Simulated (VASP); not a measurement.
# TaHg2 (P-3m1) in VASP: notebook

TaHg2 is run at these levels: PBE; tasks: relaxation of cell and atoms, single point.

Program: VASP 6.6.1. These are calculated values, not measurements. Logs are shortened: lines on timing, memory, paths and dates and some standing lists are left out, and cuts for length are marked.

**1. The cell of the first run**

It takes space group P-3m1 (No. 164, trigonal). Conventional cell: a = 3.433 Å, b = 3.433 Å, c = 7.359 Å, α = 90.00°, β = 90.00°, γ = 120.00°. Within 4.1 Å of Ta (site symmetry -3m) lie 6 Hg at 3.14 Å and 6 Ta at 3.43 Å. Hg (site symmetry 3m) has 3 Ta at 3.14 Å and 9 Hg at 3.19 to 3.43 Å within 4.1 Å.

The cell was generated, and may not be a known phase.

**2. Relaxation of cell and atoms, PBE**

The input, INCAR:

```
SYSTEM = TaHg2
PREC     = Accurate       ! precision mode
ENCUT    = 600            ! plane-wave cutoff, eV
EDIFF    = 1E-7           ! SCF threshold, eV
ISMEAR   = 0              ! smearing method
SIGMA    = 0.1            ! smearing width, eV
LREAL    = .FALSE.        ! projectors in reciprocal space
LASPH    = .TRUE.         ! aspherical terms in the spheres
NELM     = 100            ! most SCF steps
ALGO     = Fast           ! electronic algorithm
ISIF     = 3              ! what is computed and relaxed
LWAVE    = .FALSE.        ! write WAVECAR
LCHARG   = .FALSE.        ! write CHGCAR
GGA      = PE             ! functional
IBRION   = 2              ! ionic algorithm
NSW      = 90             ! ionic steps
EDIFFG   = -0.04          ! ionic threshold
```

The input, KPOINTS:

```
regular mesh
0
G
  6 6 4
  0 0 0
```

The input, POSCAR:

```
TaHg2
1.0
    3.4333143900      0.0000000000      0.0000000000
   -1.7166572000      2.9733374800      0.0000000000
    0.0000000000      0.0000000000      7.3591572400
Ta Hg
1 2
Direct
    0.0000000000      0.0000000000      0.0000000000
    0.3333333300      0.6666666700      0.3302945100
    0.6666666700      0.3333333300      0.6697054900
```

Potentials or basis: VASP PAW PBE potentials, release 64 (Ta_pv, Hg).

Run with:

```
> cat potpaw_PBE.64/Ta_pv/POTCAR potpaw_PBE.64/Hg/POTCAR > POTCAR
> mpirun -np 1 vasp_std > vasp.out
```

OUTCAR:

```text
SYSTEM = TaHg2
   PREC = Accurate
   ENCUT = 600
   EDIFF = 1E-7
   ISMEAR = 0
   LREAL = .FALSE.
   LASPH = .TRUE.
   NELM = 100
   ISIF = 3
   GGA = PE
   IBRION = 2
   NSW = 90
   EDIFFG = -0.04

 ion  position               nearest neighbor table
   1  0.000  0.000  0.000-   2 3.14   3 3.14   3 3.14   2 3.14   3 3.14   2 3.14
   2  0.333  0.667  0.330-   1 3.14   1 3.14   1 3.14   3 3.19   3 3.19   3 3.19
   3  0.667  0.333  0.670-   1 3.14   1 3.14   1 3.14   2 3.19   2 3.19   2 3.19

  LATTYP: Found a hexagonal cell.
 ALAT       =     3.4333143900
 C/A-ratio  =     2.1434556828

  Lattice vectors:

 A1 = (   3.4333143900,   0.0000000000,   0.0000000000)
 A2 = (  -1.7166572000,   2.9733374800,   0.0000000000)
 A3 = (   0.0000000000,   0.0000000000,   7.3591572400)

Analysis of symmetry for initial positions (statically):
=====================================================================
 Subroutine PRICEL returns:
 Original cell was already a primitive cell.

 Routine SETGRP: Setting up the symmetry group for a
 hexagonal supercell.

 Subroutine GETGRP returns: Found 12 space group operations
 (whereof 12 operations were pure point group operations)
 out of a pool of 24 trial point group operations.

The static configuration has the point symmetry D_3d.

Analysis of symmetry for dynamics (positions and initial velocities):
=====================================================================
 Subroutine PRICEL returns:
 Original cell was already a primitive cell.

 Routine SETGRP: Setting up the symmetry group for a
 hexagonal supercell.

 Subroutine GETGRP returns: Found 12 space group operations
 (whereof 12 operations were pure point group operations)
 out of a pool of 24 trial point group operations.

The dynamic configuration has the point symmetry D_3d.

 Subroutine INISYM returns: Found 12 space group operations
 (whereof 12 operations are pure point group operations),
 and found     1 'primitive' translations

----------------------------------------------------------------------------------------

                                     Primitive cell

  volume of cell :      75.1252

  direct lattice vectors                    reciprocal lattice vectors
     3.433314390  0.000000000  0.000000000     0.291263743  0.168161201  0.000000000
    -1.716657200  2.973337480  0.000000000     0.000000000  0.336322401  0.000000000
     0.000000000  0.000000000  7.359157240     0.000000000  0.000000000  0.135885125

  length of vectors
     3.433314390  3.433314392  7.359157240     0.336322401  0.336322401  0.135885125

  position of ions in fractional coordinates (direct lattice)
     0.000000000  0.000000000  0.000000000
     0.333333330  0.666666670  0.330294510
     0.666666670  0.333333330  0.669705490

  ion indices of the primitive-cell ions
   primitive index   ion index
                 1           1
                 2           2
                 3           3

----------------------------------------------------------------------------------------

 KPOINTS: regular mesh

Automatic generation of k-mesh.
 Grid dimensions read from file:
 generate k-points for:    6    6    4

 Generating k-lattice:

  Cartesian coordinates                     Fractional coordinates (reciprocal lattice)
     0.048543957  0.028026867  0.000000000     0.166666667  0.000000000  0.000000000
     0.000000000  0.056053733  0.000000000     0.000000000  0.166666667  0.000000000
     0.000000000  0.000000000  0.033971281     0.000000000  0.000000000  0.250000000

  Length of vectors
     0.056053734  0.056053733  0.033971281

  Shift w.r.t. Gamma in fractional coordinates (k-lattice)
     0.000000000  0.000000000  0.000000000

 Subroutine IBZKPT returns following result:
 ===========================================

 Found     24 irreducible k-points:

 Following reciprocal coordinates:
            Coordinates               Weight
  0.000000  0.000000  0.000000      1.000000
  0.166667  0.000000  0.000000      6.000000
  0.333333  0.000000  0.000000      6.000000
  0.500000 -0.000000  0.000000      3.000000
  0.166667  0.166667  0.000000      6.000000
  0.333333  0.166667  0.000000     12.000000
[... 16 lines left out ...]
  0.333333  0.166667  0.500000     12.000000
  0.333333  0.333333  0.500000      2.000000
   k-points           NKPTS =     24   k-points in BZ     NKDIM =     24   number of bands    NBANDS=     21
   number of dos      NEDOS =    301   number of ions     NIONS =      3
   total plane-waves  NPLWV =  47040
   dimension x,y,z NGX =    28 NGY =   28 NGZ =   60
   dimension x,y,z NGXF=    56 NGYF=   56 NGZF=  120
   ions per type =               1   2
   NGX,Y,Z   is equivalent  to a cutoff of  13.56, 13.56, 13.55 a.u.
   NGXF,Y,Z  is equivalent  to a cutoff of  27.12, 27.12, 27.11 a.u.
 SYSTEM =  TaHg2
   PREC   = accura    normal or accurate (medium, high low for compatibility)
   ISTART =      0    job   : 0-new  1-cont  2-samecut
   ICHARG =      2    charge: 1-file 2-atom 10-const
   ISPIN  =      1    spin polarized calculation?
   LNONCOLLINEAR =      F non collinear calculations
   LSORBIT =      F    spin-orbit coupling
   LASPH  =      T    aspherical Exc in radial PAW
   ENCUT  =  600.0 eV  44.10 Ry    6.64 a.u.   6.86  6.86 14.70*2*pi/ulx,y,z
   NELM   =    100;   NELMIN=  2; NELMDL= -5     # of ELM steps
   EDIFF  = 0.1E-06   stopping-criterion for ELM
   LREAL  =      F    real-space projection
   EDIFFG = -.4E-01   stopping-criterion for IOM
   NSW    =     90    number of steps for IOM
   IBRION =      2    ionic relax: 0-MD 1-quasi-New 2-CG
   NFREE  =      1    steps in history (QN), initial steepest desc. (CG)
   ISIF   =      3    stress and relaxation
   ISYM   =      2    0-nonsym 1-usesym 2-fastsym
   POTIM  = 0.5000    time-step for ionic-motion
   TEBEG  =    0.0;   TEEND  =   0.0 temperature during run
   PSTRESS=    0.0 pullay stress
   NELECT =      35.0000    total number of electrons
   NUPDOWN=      -1.0000    fix difference up-down
   EMIN   =  10.00;   EMAX   =-10.00  energy-range for DOS
   EFERMI =   0.00;   METHOD = LEGACY
   ISMEAR =     0;   SIGMA  =   0.10  broadening in eV -4-tet -1-fermi 0-gaus
   EFERMI_NEDOS =   21; number of points for ismear=-14 and -15
   IALGO  =     68    algorithm
   IMIX   =      4    mixing-type and parameters
     AMIX     =   0.40;   BMIX     =  1.00
     AMIX_MAG =   1.60;   BMIX_MAG =  1.00
  volume/ion in A,a.u.               =      25.04       168.99
  Fermi-wavevector in a.u.,A,eV,Ry     =   1.269119  2.398286 21.914389  1.610662
  Thomas-Fermi vector in A             =   2.402177
   LORBIT       =      0    0 simple, 1 ext, 2 COOP (PROOUT), +10 PAW based schemes
   GGA     = PE    functional components
   LHFCALC =     F    Hartree Fock is set to
   AEXX    =    0.0000 exact exchange contribution
   IVDW    =     0    specifies the selected vdW correction
   LEPSILON=     F    determine dielectric tensor
   LRPA    =     F    only Hartree local field effects (RPA)
 conjugate gradient relaxation of ions
 non-spin polarized calculation
 RMM-DIIS sequential band-by-band and
 Gauss-broadening in eV      SIGMA  =   0.10
  energy-cutoff  :      600.00
  volume of cell :       75.13
 maximum number of plane-waves:      2552
   NGX = 13   NGY = 13   NGZ = 29

--------------------------------------- Ionic step        1  -------------------------------------------

 number of electron      35.0000006 magnetization

 Free energy of the ion-electron system (eV)
  ---------------------------------------------------
  ext. energy  EPLUGINS =         0.00000000
  ---------------------------------------------------
  free energy    TOTEN  =       -10.11032318 eV

  energy without entropy =      -10.08594177  energy(sigma->0) =      -10.09813248

------------------------ aborting loop because EDIFF is reached ----------------------------------------

  FORCE on cell =-STRESS in cart. coord.  units (eV):
  Direction    XX          YY          ZZ          XY          YZ          ZX
  --------------------------------------------------------------------------------------
  -------------------------------------------------------------------------------------
  Total       -6.7226818     -6.7226818     -4.8855872      0.0000000     -0.0000000      0.0000000
  in kB     -143.3729689   -143.3729688   -104.1937076      0.0000002     -0.0000000      0.0000000
  external PRESSURE =    -130.3132151 kB  Pullay stress =       0.0000000 kB
[... 22 lines left out ...]
  energy  without entropy=      -10.0859417714  energy(sigma->0) =      -10.09813248

--------------------------------------- Ionic step        2  -------------------------------------------

 number of electron      35.0000000 magnetization

 E-fermi :   5.5165     XC(G=0): -12.3921

 val. band max:        5.4969523968   @ k =   0.1667   0.0000   0.0000
 cond. band min:       5.5246225184   @ k =   0.1667   0.0000   0.5000
 fundamental gap:      0.0276701215
 Fermi energy:         5.5165123335

 k-point     1 :       0.0000    0.0000    0.0000
  band No.  band energies     occupation
      1     -29.3238      2.00000
      2     -28.7122      2.00000
      3     -28.7122      2.00000
      4      -5.3816      2.00000
      5      -3.9973      2.00000
      6      -3.0212      2.00000
[... 632 lines left out ...]
  FREE ENERGIE OF THE ION-ELECTRON SYSTEM (eV)
  ---------------------------------------------------
  free  energy   TOTEN  =       -10.8273290116 eV

  energy  without entropy=      -10.8048380962  energy(sigma->0) =      -10.81608355

[... ionic steps 4 to 9 ...]

--------------------------------------- Ionic step       10  -------------------------------------------

 number of electron      34.9999999 magnetization

------------------------ aborting loop because EDIFF is reached ----------------------------------------

  FORCE on cell =-STRESS in cart. coord.  units (eV):
  Direction    XX          YY          ZZ          XY          YZ          ZX
  --------------------------------------------------------------------------------------
  -------------------------------------------------------------------------------------
  Total       -0.1074150     -0.1074150     -0.1324825      0.0000000      0.0000000      0.0000000
  in kB       -2.7935058     -2.7935058     -3.4454280      0.0000000      0.0000000      0.0000000
  external PRESSURE =      -3.0108132 kB  Pullay stress =       0.0000000 kB
[... 59 lines left out ...]
  energy  without entropy=      -10.9149352682  energy(sigma->0) =      -10.92503914

--------------------------------------- Ionic step       12  -------------------------------------------

 number of electron      34.9999999 magnetization

 Free energy of the ion-electron system (eV)
  ---------------------------------------------------
  ext. energy  EPLUGINS =         0.00000000
  ---------------------------------------------------
  free energy    TOTEN  =       -10.93649979 eV

  energy without entropy =      -10.91638459  energy(sigma->0) =      -10.92644219

 E-fermi :   4.5123     XC(G=0): -11.7734

 val. band max:        4.5073792558   @ k =   0.1667   0.0000   0.2500
 cond. band min:       4.5263857630   @ k =   0.3333   0.1667   0.2500
 fundamental gap:      0.0190065072
 Fermi energy:         4.5123211996

 k-point     1 :       0.0000    0.0000    0.0000
  band No.  band energies     occupation
      1     -30.5309      2.00000
      2     -29.8972      2.00000
      3     -29.8972      2.00000
      4      -5.4684      2.00000
      5      -4.4740      2.00000
      6      -3.6908      2.00000
[... 595 lines left out ...]
  FREE ENERGIE OF THE ION-ELECTRON SYSTEM (eV)
  ---------------------------------------------------
  free  energy   TOTEN  =       -10.9364997865 eV

  energy  without entropy=      -10.9163845884  energy(sigma->0) =      -10.92644219

 reached required accuracy - stopping structural energy minimisation
```

Wall time 7.1 min (1 thread of Intel Xeon Platinum 8259CL at 2.50GHz (Skylake/Cascade Lake), shared host); peak memory 0.24 GiB.

Results:

```yaml
Free_energy: -10.9365 eV
Relaxed_volume: 20.54 Å³/atom
Relaxed_cell: a = 3.085 Å, b = 3.085 Å, c = 7.474 Å, α = 90.00°, β = 90.00°, γ = 120.00°
Space_group_after_relaxing_to_0.1_Å: P-3m1 (No. 164)
Energy_gained_by_relaxing: 275.4 meV/atom
Ionic_steps: 12
Pressure_after_relaxing: 0.1 GPa
Band_gap_on_the_k_mesh: zero (an odd number of electrons rules out a gap without spin polarisation)
```

The path:
```tsv
step	energy change (eV)	largest force (eV/Å)	pressure (GPa)	volume (Å³)
1	0.0000	0.5380	-13.03	75.13
2	-0.4130	0.4788	17.73	55.07
3	-0.7170	0.0220	0.21	61.62
4	-0.7172	0.0072	0.69	61.37
5	-0.7868	0.1050	0.87	61.00
6	-0.7971	0.2374	2.69	60.13
7	-0.8147	0.1799	1.64	60.56
8	-0.8148	0.1861	1.70	60.52
9	-0.8161	0.2004	-1.96	62.62
10	-0.8216	0.1907	-0.30	61.61
11	-0.8248	0.1011	-0.14	61.61
12	-0.8262	0.0006	0.06	61.61
```

Final structure:
```yaml
crystal:
  lattice:
    - [3.08529, 0.00000, 0.00000]
    - [-1.54265, 2.67194, 0.00000]
    - [0.00000, 0.00000, 7.47407]
  atoms:
    - { symbol: Ta, position: [0.00000, 0.00000, 0.00000] }
    - { symbol: Hg, position: [0.33333, 0.66667, 0.32353] }
    - { symbol: Hg, position: [0.66667, 0.33333, 0.67647] }
```

Levels at points of the mesh, in eV from the Fermi level:
| k point | band 14 | band 15 | band 16 | band 17 | band 18 | band 19 | band 20 | band 21 |
| --- | --- | --- | --- | --- | --- | --- | --- | --- |
| (0.00, 0.00, 0.00) | -6.71 | -5.97 | -5.47 | -1.48 | 0.58 | 0.58 | 2.75 | 2.75 |
| (0.50, 0.00, 0.00) | -3.59 | -3.06 | -2.37 | -1.84 | -0.26 | 1.62 | 1.85 | 2.55 |
| (0.00, 0.00, 0.50) | -6.76 | -6.76 | -3.08 | -1.68 | 0.59 | 0.59 | 2.78 | 2.78 |
| (0.50, 0.00, 0.50) | -3.42 | -3.09 | -2.13 | -1.42 | -1.20 | 0.20 | 1.70 | 4.92 |

Caveat: the volume moved by over 15 % at a fixed basis, so the end points are rough; spin-orbit coupling is left out, which moves the levels of the heavy elements.

**3. Single point, PBE**

This run uses another cell than the first one, of 20.40 Å³/atom.

The input, INCAR:

```
  PREC = Accurate
  ENCUT = 520
  EDIFF = 1E-7
  ISMEAR = 0
  SIGMA = 0.1
  LREAL = F
  LASPH = T
  NELM = 60
  ALGO = Fast
  ISIF = 2
  LWAVE = F
  LCHARG = F
  GGA = PE
  NBANDS = 24
```

The input, KPOINTS:

```
Automatic mesh
0
Gamma
  18 18 6
```

The input, POSCAR:

```
TaHg2
1.0
    3.0809510834      0.0000000000      0.0000000000
   -1.5404755417      2.6681819060      0.0000000000
    0.0000000000      0.0000000000      7.4444546702
Ta Hg
1 2
Direct
    0.0000000000      0.0000000000      0.0000000000
    0.3333333333      0.6666666667      0.3247018814
    0.6666666667      0.3333333333      0.6752981186
```

Potentials or basis: VASP PAW PBE potentials, release 64 (Ta_pv, Hg).

Run with:

```
> cat potpaw_PBE.64/Ta_pv/POTCAR potpaw_PBE.64/Hg/POTCAR > POTCAR
> mpirun -np 1 vasp_std > vasp.out
```

It took 3.5 min on 1 thread of Intel Xeon Platinum 8259CL at 2.50GHz (Skylake/Cascade Lake), shared host; peak memory 0.39 GiB.

It converged, with:

| Quantity | Value |
| --- | --- |
| Free energy | -10.9758 eV |
| Pressure | 0.5 GPa |
| Band gap on the k mesh | zero (an odd number of electrons rules out a gap without spin polarisation) |

Forces on the atoms (eV/Å):
```
Ta   0.000  0.000  0.000
Hg   0.000  0.000 -0.002
Hg   0.000  0.000  0.002
```

Stress tensor (GPa, compression positive):
```
0.49 0.00 0.00
0.00 0.49 0.00
0.00 0.00 0.59
```

Levels at points of the mesh, in eV from the Fermi level:
| k point | band 15 | band 16 | band 17 | band 18 | band 19 | band 20 |
| --- | --- | --- | --- | --- | --- | --- |
| (0.00, 0.00, 0.00) | -5.91 | -5.45 | -1.45 | 0.61 | 0.61 | 2.79 |
| (0.50, 0.00, 0.00) | -3.03 | -2.32 | -1.82 | -0.20 | 1.70 | 1.89 |
| (0.00, 0.00, 0.50) | -6.70 | -3.04 | -1.63 | 0.62 | 0.62 | 2.51 |
| (0.50, 0.00, 0.50) | -3.05 | -2.10 | -1.35 | -1.17 | 0.27 | 1.74 |

Caveat: spin-orbit coupling is left out, which moves the levels of the heavy elements.

**4. Relaxation of cell and atoms, PBE**

This run uses another cell than the first one, of 20.38 Å³/atom.

The input, INCAR:

```
PREC = Accurate
ENCUT = 600
EDIFF = 1E-6
ISMEAR = 0
SIGMA = 0.1
LREAL = False
LASPH = True
NELM = 60
ALGO = Fast
ISIF = 3
LWAVE = False
LCHARG = False
GGA = PE
IBRION = 2
NSW = 100
EDIFFG = -0.01
```

The input, KPOINTS:

```
regular mesh
0
Gamma
  18 18 6
```

The input, POSCAR:

```
TaHg2
1.0
    3.0756132336      0.0000000000      0.0000000000
   -1.5378066168      2.6635591925      0.0000000000
    0.0000000000      0.0000000000      7.4632544616
Ta Hg
1 2
Direct
    0.0000000000      0.0000000000      0.0000000000
    0.3333333333      0.6666666667      0.3240244939
    0.6666666667      0.3333333333      0.6759755061
```

Run with:

```
> cat potpaw_PBE.64/Ta_pv/POTCAR potpaw_PBE.64/Hg/POTCAR > POTCAR
> mpirun -np 1 vasp_std > vasp.out
```

Wall time 17 min (1 thread of Intel Xeon Platinum 8259CL at 2.50GHz (Skylake/Cascade Lake), shared host); peak memory 0.46 GiB.

Results (log left out):

```
Free energy                           : -10.9764 eV
Relaxed volume                        : 20.51 Å³/atom
Relaxed cell                          : a = 3.083 Å, b = 3.083 Å, c = 7.474 Å, α = 90.00°, β = 90.00°, γ = 120.00°
Space group after relaxing (to 0.1 Å) : P-3m1 (No. 164)
Energy gained by relaxing             : 0.3 meV/atom
Ionic steps                           : 8
Pressure after relaxing               : 0.0 GPa
Largest force after relaxing          : 0.007 eV/Å
Band gap on the k mesh                : zero (an odd number of electrons rules out a gap without spin polarisation)
```

Forces in eV/Å, atoms in the order of the input:
```
Ta   0.000  0.000  0.000
Hg   0.000  0.000  0.007
Hg   0.000  0.000 -0.007
```

Step by step:
```tsv
step	energy change (eV)	largest force (eV/Å)	pressure (GPa)	volume (Å³)
1	0.0000	0.0332	0.78	61.14
2	0.0003	0.0258	-0.88	62.03
3	-0.0010	0.0051	0.05	61.55
4	-0.0010	0.0035	-0.05	61.58
5	-0.0010	0.0039	-0.06	61.56
6	-0.0010	0.0070	0.08	61.51
7	-0.0010	0.0068	0.06	61.52
8	-0.0010	0.0068	0.04	61.52
```

Final structure:
```
Ta Hg
1.0
     3.08316    0.00000    0.00000
    -1.54158    2.67010    0.00000
     0.00000    0.00000    7.47351
Ta Hg
1 2
Direct
  0.00000 0.00000 0.00000
  0.33333 0.66667 0.32414
  0.66667 0.33333 0.67586
```

Levels at points of the mesh, in eV from the Fermi level:
```csv
k point,band 14,band 15,band 16,band 17,band 18,band 19,band 20,band 21
"(0.00, 0.00, 0.00)",-6.64,-5.92,-5.43,-1.45,0.61,0.61,2.78,2.78
"(0.50, 0.00, 0.00)",-3.54,-3.01,-2.30,-1.81,-0.20,1.68,1.88,2.60
"(0.00, 0.00, 0.50)",-6.69,-6.69,-3.05,-1.64,0.62,0.62,2.44,2.81
"(0.50, 0.00, 0.50)",-3.38,-3.03,-2.07,-1.35,-1.16,0.25,1.74,4.45
```

Caveat: spin-orbit coupling is left out, which moves the levels of the heavy elements.

**5. Overview**

```csv
task,cell,k mesh,cutoff (eV),gap on the mesh (eV),pressure (GPa),relaxed volume (Å³/atom)
relaxation of cell and atoms,"relaxed from a = 3.433, b = 3.433, c = 7.359 Å, angles 90.0, 90.0, 120.0°, 3 atoms, atomic positions A",6 × 6 × 4,600,none,0.1,20.54
single point,"a = 3.081, b = 3.081, c = 7.444 Å, angles 90.0, 90.0, 120.0°, 3 atoms, atomic positions B",18 × 18 × 6,520,none,0.5,-
relaxation of cell and atoms,"relaxed from a = 3.076, b = 3.076, c = 7.463 Å, angles 90.0, 90.0, 120.0°, 3 atoms, atomic positions C",18 × 18 × 6,600,none,0.0,20.51
```

Alike in all rows: level PBE; potentials or basis VASP PAW PBE potentials, release 64 (Ta_pv, Hg); no spin polarisation; smearing gaussian 0.1 eV.

Caveats: spin-orbit coupling is left out, which moves the levels of the heavy elements; the volume moved by over 15 % at a fixed basis, so the end points are rough (at least some runs).

Total energies depend on the potentials used, so only differences within one code and one set of settings carry meaning.
